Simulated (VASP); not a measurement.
# NbB2 (P6/mmm) in VASP: single point with LDA

Aim: the single point of NbB2 with LDA.

Program: VASP 6.6.1. These are calculated values, not measurements. Logs are shortened: lines on timing, memory, paths and dates and some standing lists are left out, and cuts for length are marked.

### Step 1. The cell of the first run

Symmetry: P6/mmm, No. 191, hexagonal system. The conventional cell has a = 3.086 Å, b = 3.086 Å, c = 3.306 Å, α = 90.00°, β = 90.00°, γ = 120.00°. Nb (site symmetry 6/mmm) has 12 B at 2.43 Å and 6 Nb at 3.09 Å within 3.2 Å. Within 2.4 Å of B (site symmetry -6m2) lie 3 B at 1.78 Å.

### Step 2. Single point, LDA

The input, INCAR:

```
SYSTEM = NbB2
  ALGO = Normal
  EDIFF = 1E-6
  ENCUT = 500
  GGA = CA
  GGA_COMPAT = .FALSE.
  ISIF = 2
  ISMEAR = 1
  LASPH = .TRUE.
  LCHARG = .FALSE.
  LREAL = .FALSE.
  LWAVE = .FALSE.
  NBANDS = 16
  NELM = 120
  PREC = Accurate
  SIGMA = 0.15
```

The input, KPOINTS:

```
k-points
0
G
  14 14 12
  0 0 0
```

The input, POSCAR:

```
NbB2
1.0
    3.0860000000      0.0000000000      0.0000000000
   -1.5430000000      2.6725544000      0.0000000000
    0.0000000000      0.0000000000      3.3060000000
Nb B
1 2
Direct
    0.0000000000      0.0000000000      0.0000000000
    0.3333333300      0.6666666700      0.5000000000
    0.6666666700      0.3333333300      0.5000000000
```

Potentials or basis: VASP PAW LDA potentials, release 64 (Nb_sv, B).

Command:

```bash
cat potpaw_LDA.64/Nb_sv/POTCAR potpaw_LDA.64/B/POTCAR > POTCAR
mpirun -np 1 vasp_std > vasp.out
```

OUTCAR:

```text
SYSTEM = NbB2
   EDIFF = 1E-6
   ENCUT = 500
   GGA = CA
   ISIF = 2
   ISMEAR = 1
   LASPH = .TRUE.
   LREAL = .FALSE.
   NELM = 120
   PREC = Accurate

 ion  position               nearest neighbor table
   1  0.000  0.000  0.000-   2 2.43   3 2.43   2 2.43   3 2.43   3 2.43   3 2.43   2 2.43   2 2.43
                             3 2.43   3 2.43   2 2.43   2 2.43
   2  0.333  0.667  0.500-   3 1.78   3 1.78   3 1.78   1 2.43   1 2.43   1 2.43   1 2.43   1 2.43
                             1 2.43
   3  0.667  0.333  0.500-   2 1.78   2 1.78   2 1.78   1 2.43   1 2.43   1 2.43   1 2.43   1 2.43
                             1 2.43

  LATTYP: Found a hexagonal cell.
 ALAT       =     3.0860000000
 C/A-ratio  =     1.0712896954

  Lattice vectors:

 A1 = (   3.0860000000,   0.0000000000,   0.0000000000)
 A2 = (  -1.5430000000,   2.6725544000,   0.0000000000)
 A3 = (   0.0000000000,   0.0000000000,   3.3060000000)

Analysis of symmetry for initial positions (statically):
=====================================================================
 Subroutine PRICEL returns:
 Original cell was already a primitive cell.

 Routine SETGRP: Setting up the symmetry group for a
 hexagonal supercell.

 Subroutine GETGRP returns: Found 24 space group operations
 (whereof 24 operations were pure point group operations)
 out of a pool of 24 trial point group operations.

The static configuration has the point symmetry D_6h.

Analysis of symmetry for dynamics (positions and initial velocities):
=====================================================================
 Subroutine PRICEL returns:
 Original cell was already a primitive cell.

 Routine SETGRP: Setting up the symmetry group for a
 hexagonal supercell.

 Subroutine GETGRP returns: Found 24 space group operations
 (whereof 24 operations were pure point group operations)
 out of a pool of 24 trial point group operations.

The dynamic configuration has the point symmetry D_6h.

 Subroutine INISYM returns: Found 24 space group operations
 (whereof 24 operations are pure point group operations),
 and found     1 'primitive' translations

----------------------------------------------------------------------------------------

                                     Primitive cell

  volume of cell :      27.2662

  direct lattice vectors                    reciprocal lattice vectors
     3.086000000  0.000000000  0.000000000     0.324044070  0.187086931  0.000000000
    -1.543000000  2.672554400  0.000000000     0.000000000  0.374173862  0.000000000
     0.000000000  0.000000000  3.306000000     0.000000000  0.000000000  0.302480339

  length of vectors
     3.086000000  3.086000003  3.306000000     0.374173862  0.374173862  0.302480339

  position of ions in fractional coordinates (direct lattice)
     0.000000000  0.000000000  0.000000000
     0.333333330  0.666666670  0.500000000
     0.666666670  0.333333330  0.500000000

  ion indices of the primitive-cell ions
   primitive index   ion index
                 1           1
                 2           2
                 3           3

----------------------------------------------------------------------------------------

 KPOINTS: k-points

Automatic generation of k-mesh.
 Grid dimensions read from file:
 generate k-points for:   14   14   12

 Generating k-lattice:

  Cartesian coordinates                     Fractional coordinates (reciprocal lattice)
     0.023146005  0.013363352  0.000000000     0.071428571  0.000000000  0.000000000
     0.000000000  0.026726704  0.000000000     0.000000000  0.071428571  0.000000000
     0.000000000  0.000000000  0.025206695     0.000000000  0.000000000  0.083333333

  Length of vectors
     0.026726704  0.026726704  0.025206695

  Shift w.r.t. Gamma in fractional coordinates (k-lattice)
     0.000000000  0.000000000  0.000000000

 Subroutine IBZKPT returns following result:
 ===========================================

 Found    168 irreducible k-points:

 Following reciprocal coordinates:
            Coordinates               Weight
  0.000000  0.000000  0.000000      1.000000
  0.071429 -0.000000  0.000000      6.000000
  0.142857 -0.000000  0.000000      6.000000
  0.214286 -0.000000  0.000000      6.000000
  0.285714 -0.000000  0.000000      6.000000
  0.357143 -0.000000  0.000000      6.000000
[... 16 lines left out ...]
  0.285714  0.285714  0.000000      6.000000
  0.357143  0.285714  0.000000      6.000000
 [... further k-points ...]
   k-points           NKPTS =    168   k-points in BZ     NKDIM =    168   number of bands    NBANDS=     16
   number of dos      NEDOS =    301   number of ions     NIONS =      3
   total plane-waves  NPLWV =  13824
   dimension x,y,z NGX =    24 NGY =   24 NGZ =   24
   dimension x,y,z NGXF=    48 NGYF=   48 NGZF=   48
   ions per type =               1   2
   NGX,Y,Z   is equivalent  to a cutoff of  12.93, 12.93, 12.07 a.u.
   NGXF,Y,Z  is equivalent  to a cutoff of  25.86, 25.86, 24.14 a.u.
 SYSTEM =  NbB2
   PREC   = accura    normal or accurate (medium, high low for compatibility)
   ISTART =      0    job   : 0-new  1-cont  2-samecut
   ICHARG =      2    charge: 1-file 2-atom 10-const
   ISPIN  =      1    spin polarized calculation?
   LNONCOLLINEAR =      F non collinear calculations
   LSORBIT =      F    spin-orbit coupling
   LASPH  =      T    aspherical Exc in radial PAW
   ENCUT  =  500.0 eV  36.75 Ry    6.06 a.u.   5.63  5.63  6.03*2*pi/ulx,y,z
   NELM   =    120;   NELMIN=  2; NELMDL= -5     # of ELM steps
   EDIFF  = 0.1E-05   stopping-criterion for ELM
   LREAL  =      F    real-space projection
   EDIFFG = 0.1E-04   stopping-criterion for IOM
   NSW    =      0    number of steps for IOM
   IBRION =     -1    ionic relax: 0-MD 1-quasi-New 2-CG
   NFREE  =      0    steps in history (QN), initial steepest desc. (CG)
   ISIF   =      2    stress and relaxation
   ISYM   =      2    0-nonsym 1-usesym 2-fastsym
   POTIM  = 0.5000    time-step for ionic-motion
   TEBEG  =    0.0;   TEEND  =   0.0 temperature during run
   PSTRESS=    0.0 pullay stress
   NELECT =      19.0000    total number of electrons
   NUPDOWN=      -1.0000    fix difference up-down
   EMIN   =  10.00;   EMAX   =-10.00  energy-range for DOS
   EFERMI =   0.00;   METHOD = LEGACY
   ISMEAR =     1;   SIGMA  =   0.15  broadening in eV -4-tet -1-fermi 0-gaus
   EFERMI_NEDOS =   21; number of points for ismear=-14 and -15
   IALGO  =     38    algorithm
   IMIX   =      4    mixing-type and parameters
     AMIX     =   0.40;   BMIX     =  1.00
     AMIX_MAG =   1.60;   BMIX_MAG =  1.00
  volume/ion in A,a.u.               =       9.09        61.33
  Fermi-wavevector in a.u.,A,eV,Ry     =   1.451390  2.742730 28.661138  2.106534
  Thomas-Fermi vector in A             =   2.568893
   LORBIT       =      0    0 simple, 1 ext, 2 COOP (PROOUT), +10 PAW based schemes
   GGA     = CA    functional components
   LHFCALC =     F    Hartree Fock is set to
   AEXX    =    0.0000 exact exchange contribution
   IVDW    =     0    specifies the selected vdW correction
   LEPSILON=     F    determine dielectric tensor
   LRPA    =     F    only Hartree local field effects (RPA)
 non-spin polarized calculation
 Methfessel and Paxton  Order N= 1 SIGMA  =   0.15
  energy-cutoff  :      500.00
  volume of cell :       27.27
 maximum number of plane-waves:       721
 NGX is ok and might be reduce to    24
   NGX = 11   NGY = 11   NGZ = 13

 number of electron      19.0000000 magnetization

 Free energy of the ion-electron system (eV)
  ---------------------------------------------------
  ext. energy  EPLUGINS =         0.00000000
  ---------------------------------------------------
  free energy    TOTEN  =       -28.54608335 eV

  energy without entropy =      -28.54624202  energy(sigma->0) =      -28.54613624

 E-fermi :  12.6691     XC(G=0): -13.2879

 val. band max:       12.6603159426   @ k =   0.1429   0.0714   0.0833
 cond. band min:      12.7189497365   @ k =   0.2143  -0.0000   0.5000
 fundamental gap:      0.0586337939
 Fermi energy:        12.6690831877

 k-point     1 :       0.0000    0.0000    0.0000
  band No.  band energies     occupation
      1     -42.7365      2.00000
      2     -19.0971      2.00000
      3     -18.6192      2.00000
      4     -18.6192      2.00000
      5      -1.5343      2.00000
      6       8.3410      2.00000
[... 8 lines left out ...]
     15      17.0242      0.00000
     16      17.2543      0.00000

 k-point     2 :       0.0714   -0.0000    0.0000
  band No.  band energies     occupation
      1     -42.7318      2.00000
      2     -19.0904      2.00000
      3     -18.6605      2.00000
      4     -18.6284      2.00000
      5      -1.4284      2.00000
      6       8.0782      2.00000
[... 8 lines left out ...]
     15      17.6581      0.00000
     16      17.8013      0.00000

 k-point     3 :       0.1429   -0.0000    0.0000
  band No.  band energies     occupation
      1     -42.7184      2.00000
      2     -19.0714      2.00000
      3     -18.7751      2.00000
      4     -18.6542      2.00000
      5      -1.1197      2.00000
      6       7.4057      2.00000
[... 8 lines left out ...]
     15      18.7132      0.00000
     16      19.2308      0.00000

 k-point     4 :       0.2143   -0.0000    0.0000
  band No.  band energies     occupation
      1     -42.6991      2.00000
      2     -19.0438      2.00000
      3     -18.9372      2.00000
      4     -18.6913      2.00000
      5      -0.6315      2.00000
      6       6.5244      2.00000
[... 8 lines left out ...]
     15      18.8288      0.00000
     16      20.2117      0.00000
[... 324 lines left out ...]
 k-point    22 :       0.3571    0.2143    0.0000
  band No.  band energies     occupation
      1     -42.6323      2.00000
      2     -19.2998      2.00000
      3     -18.9949      2.00000
      4     -18.9484      2.00000
      5       2.6179      2.00000
      6       3.5797      2.00000
[... 8 lines left out ...]
     15      21.3940      0.00000
     16      22.2953      0.00000

 k-point    23 :       0.2857    0.2857    0.0000
  band No.  band energies     occupation
      1     -42.6313      2.00000
      2     -19.2555      2.00000
      3     -19.0519      2.00000
      4     -18.9469      2.00000
      5       2.5920      2.00000
      6       4.0910      2.00000
[... 8 lines left out ...]
     15      21.9941      0.00000
     16      23.3695      0.00000

 k-point    24 :       0.3571    0.2857    0.0000
  band No.  band energies     occupation
      1     -42.6282      2.00000
      2     -19.2290      2.00000
      3     -19.1088      2.00000
      4     -18.9426      2.00000
      5       3.4550      2.00000
      6       3.4714      2.00000
[... 8 lines left out ...]
     15      22.8788      0.00000
     16      23.4599      0.00000

 [... further k-points ...]

------------------------ aborting loop because EDIFF is reached ----------------------------------------

  FORCE on cell =-STRESS in cart. coord.  units (eV):
  Direction    XX          YY          ZZ          XY          YZ          ZX
  --------------------------------------------------------------------------------------
  -------------------------------------------------------------------------------------
  Total       -0.7655251     -0.7655251     -1.0228441     -0.0000000     -0.0000000      0.0000000
  in kB      -44.9826171    -44.9826172    -60.1027985     -0.0000000     -0.0000000      0.0000000
  external PRESSURE =     -50.0226776 kB  Pullay stress =       0.0000000 kB

 VOLUME and BASIS-vectors are now :
 -----------------------------------------------------------------------------
  energy-cutoff  :      500.00
  volume of cell :       27.27
      direct lattice vectors                 reciprocal lattice vectors
     3.086000000  0.000000000  0.000000000     0.324044070  0.187086931  0.000000000
    -1.543000000  2.672554400  0.000000000     0.000000000  0.374173862  0.000000000
     0.000000000  0.000000000  3.306000000     0.000000000  0.000000000  0.302480339

 POSITION                                       TOTAL-FORCE (eV/Angst)
 -----------------------------------------------------------------------------------
      0.00000      0.00000      0.00000         0.000000      0.000000      0.000000
     -0.00000      1.78170      1.65300        -0.000000      0.000000      0.000000
      1.54300      0.89085      1.65300         0.000000     -0.000000     -0.000000
 -----------------------------------------------------------------------------------
    total drift:                                0.000000     -0.000000     -0.000000

  FREE ENERGIE OF THE ION-ELECTRON SYSTEM (eV)
  ---------------------------------------------------
  free  energy   TOTEN  =       -28.5460833528 eV

  energy  without entropy=      -28.5462420167  energy(sigma->0) =      -28.54613624
```

Wall time 30 s (1 thread of Intel Xeon Platinum 8488C (Sapphire Rapids), shared host); peak memory 0.18 GiB.

Results:

| Property | Result |
| --- | --- |
| Free energy | -28.5461 eV |
| Pressure | -5.0 GPa |

Levels at points of the mesh, in eV from the Fermi level:
```
           k point  band 7  band 8  band 9  band 10  band 11  band 12
(0.00, 0.00, 0.00)   -4.33   -4.31   -3.14     1.30     1.30     3.15
(0.50, 0.00, 0.00)   -5.25   -4.48   -4.24     0.36     1.75     2.65
(0.00, 0.00, 0.50)   -1.97   -1.97   -1.75    -1.75    -1.16    -1.16
(0.50, 0.00, 0.50)   -6.28   -5.83   -3.34     2.18     3.03     3.72
```
